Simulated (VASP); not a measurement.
**CdTe: single point with PBE**

Crystal: CdTe.

```
CELL_PARAMETERS angstrom
0.00000 3.30856 3.30856
3.30856 0.00000 3.30856
3.30856 3.30856 0.00000
ATOMIC_POSITIONS crystal
Cd 0.00000 0.00000 0.00000
Te 0.25000 0.25000 0.25000
```

```
Program             : VASP 6.6.1
Task                : single point
Functional          : PBE
Potentials or basis : VASP PAW PBE potentials, release 64 (Cd, Te)
Cutoff              : 520 eV
k mesh              : 9 × 9 × 9
Occupations         : fermi-dirac, width 0.05 eV
Spin                : no spin polarisation
```

```
Pressure               : 0.1 GPa
Band gap on the k mesh : 0.58 eV, direct
```

Levels at points of the mesh, in eV from the valence-band top:
```tsv
k point	band 6	band 7	band 8	band 9	band 10	band 11	band 12	band 13
(0.00, 0.00, 0.00)	-7.87	0.00	0.00	0.00	0.58	4.64	4.64	4.64
```

Wall time 28 s on 1 thread of Intel(R) Xeon(R) Platinum 8375C CPU @ 2.90GHz (Ice Lake), with other jobs on the host, peak memory 0.22 GiB.

Caveat: spin-orbit coupling is left out, which moves the levels of the heavy elements. As with any semilocal functional, this PBE gap is likely too small.
